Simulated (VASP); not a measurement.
Wanted: the native input for a VASP 6.6.1 run.

```yaml
Task: single point
Functional: PBE
Potentials_or_basis: VASP PAW PBE potentials, release 64 (Rh_pv, N)
Cutoff: 520 eV
k_mesh: 6 × 6 × 6
Occupations: gaussian, width 0.1 eV
Spin: no spin polarisation
Dipole_correction: no
Further_INCAR_settings: ALGO = Normal; EDIFF = 1e-07; NBANDS = 33
```

The structure of Rh3N lies in POSCAR:

```
Rh3N
1.0
    3.7169012447      0.0000000000      0.0000000000
    0.0000000000      3.7169012447      0.0000000000
    0.0000000000      0.0000000000      3.7169012447
Rh N
3 1
Direct
    0.0000000000      0.5000000000      0.5000000000
    0.5000000000      0.0000000000      0.5000000000
    0.5000000000      0.5000000000      0.0000000000
    0.0000000000      0.0000000000      0.0000000000
```

The input as run:

INCAR

```
PREC     = Accurate       # precision mode
ENCUT    = 520            # plane-wave cutoff, eV
EDIFF    = 1E-7           # SCF threshold, eV
ISMEAR   = 0              # smearing method
SIGMA    = 0.1            # smearing width, eV
LREAL    = F              # projectors in reciprocal space
LASPH    = T              # aspherical terms in the spheres
NELM     = 60             # most SCF steps
ALGO     = Normal         # electronic algorithm
ISIF     = 2              # what is computed and relaxed
LWAVE    = F              # write WAVECAR
LCHARG   = F              # write CHGCAR
GGA      = PE             # functional
NBANDS   = 33             # bands
```

KPOINTS

```
Automatic mesh
0
Gamma
  6 6 6
```

Potentials or basis: VASP PAW PBE potentials, release 64 (Rh_pv, N).

Command:

```console
$ cat potpaw_PBE.64/Rh_pv/POTCAR potpaw_PBE.64/N/POTCAR > POTCAR
$ mpirun -np 1 vasp_std > vasp.out
```

Results of the run:

The pressure is 0.3 GPa and the band gap on the k mesh is zero (band 25 reaches 10.43 eV, above the bottom of band 26 at 10.17 eV).

Wall time 63 s on 1 thread of Oxide Virtual Turin-like Processor, with other jobs on the host, peak memory 0.13 GiB.
